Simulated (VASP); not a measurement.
Runs of VASP 6.6.1 on Mo. The structure is that of space group Im-3m (No. 229), or close to it. The cells are those of the table. 

```tsv
task	cell	k mesh	cutoff (eV)	smearing	gap on the mesh (eV)	pressure (GPa)	relaxed volume (Å³/atom)
single point	a = 2.695 Å, angles 109.5°, 1 atom	18 × 18 × 18	520	fermi-dirac 0.15 eV	none	1.2	-
single point	a = 2.694 Å, angles 109.5°, 1 atom	16 × 16 × 16	520	gaussian 0.1 eV	none	1.2	-
single point	a = 2.695 Å, angles 109.5°, 1 atom	8 × 8 × 8	520	gaussian 0.1 eV	none	1.3	-
single point	a = 2.743 Å, angles 109.5°, 1 atom	8 × 8 × 8	520	gaussian 0.1 eV	none	-12.5	-
relaxation of cell and atoms	relaxed from a = 2.694 Å, angles 109.5°, 1 atom	18 × 18 × 18	600	fermi-dirac 0.15 eV	none	0.0	(b)
relaxation of cell and atoms	relaxed from a = 2.695 Å, angles 109.5°, 1 atom	16 × 16 × 16	600	gaussian 0.1 eV	none	0.0	15.11
relaxation of cell and atoms	relaxed from a = 2.743 Å, angles 109.5°, 1 atom	8 × 8 × 8	600	gaussian 0.1 eV	none	-0.1	(a)
```

Alike in all rows: level LDA; potentials or basis VASP PAW LDA potentials, release 64 (Mo_sv); no spin polarisation.

Problem. Fill in the values left out.

Solution. (a) 15.15; (b) 15.13.

A k mesh can miss the band edges, and the runs leave out spin-orbit coupling on Mo.

A gap of «none» marks levels without a gap at the run's occupations.
